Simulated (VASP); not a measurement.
Here is a VASP 6.6.1 calculation.

Contents of INCAR:

```
  ALGO = Normal
  EDIFF = 1E-6
  EDIFFG = -0.002
  ENCUT = 600
  GGA = PS
  IBRION = 2
  ISIF = 3
  ISMEAR = -1
  LASPH = T
  LCHARG = F
  LREAL = F
  LWAVE = F
  NELM = 80
  NSW = 100
  PREC = Accurate
  SIGMA = 0.05
```

Contents of KPOINTS:

```
k-points
0
Gamma
  16 16 16
```

File POSCAR:

```
Ca
1.0
    0.0000000000      2.7942000000      2.7942000000
    2.7942000000      0.0000000000      2.7942000000
    2.7942000000      2.7942000000      0.0000000000
Ca
1
Direct
    0.0000000000      0.0000000000      0.0000000000
```

Potentials or basis: VASP PAW PBE potentials, release 64 (Ca_sv).

The run is started by

```console
$ cat potpaw_PBE.64/Ca_sv/POTCAR > POTCAR
$ mpirun -np 1 vasp_std > vasp.out
```

Question: What does it give for the space group after relaxing (to 0.05 Å)?

Answer: Fm-3m (No. 225).

Question: Estimate the relaxed volume.

Answer: 40.67 Å³/atom.

Question: Estimate the band gap on the k mesh.

Answer: Zero (band 5 reaches 2.21 eV, above the bottom of band 6 at 1.91 eV).

Question: What does it give for the relaxed cell?

Answer: a = 3.860 Å, b = 3.860 Å, c = 3.860 Å, α = 60.00°, β = 60.00°, γ = 60.00°.

The path:
```
step  energy change (eV)  largest force (eV/Å)  pressure (GPa)  volume (Å³)
   1              0.0000                0.0000           -1.15        43.63
   2             -0.0097                0.0000           -0.43        41.68
   3             -0.0111                0.0000            0.02        40.61
   4             -0.0111                0.0000            0.00        40.67
```

Caveat: the PAW data sets were made with another functional, which shifts forces and pressure a little.
